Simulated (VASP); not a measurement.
ScAg3: single point with LDA

ScAg3:

```
Sc Ag
1.0
     0.00000    3.23952    3.23952
     3.23952    0.00000    3.23952
     3.23952    3.23952    0.00000
Sc Ag
1 3
Direct
  0.00000 0.00000 0.00000
  0.50000 0.50000 0.50000
  0.25000 0.25000 0.25000
  0.75000 0.75000 0.75000
```

```yaml
Program: VASP 6.6.1
Task: single point
Functional: LDA
Potentials_or_basis: VASP PAW LDA potentials, release 64 (Sc_sv, Ag)
Cutoff: 500 eV
k_mesh: 5 × 5 × 5
Occupations: methfessel-paxton, width 0.05 eV
Spin: no spin polarisation
Dipole_correction: no
Further_INCAR_settings: ALGO = Normal; EDIFF = 1e-06; NBANDS = 30
```

```yaml
Pressure: 0.3 GPa
Band_gap_on_the_k_mesh: zero (bands 22 and 23 overlap by 1.09 eV)
```

Levels at points of the mesh, in eV from the Fermi level:
```tsv
k point	band 20	band 21	band 22	band 23	band 24	band 25
(0.00, 0.00, 0.00)	-3.98	0.61	0.61	0.61	2.08	2.08
```

Wall time 36 s on 1 thread of Intel Xeon 8259CL (shared host), peak memory 0.17 GiB.
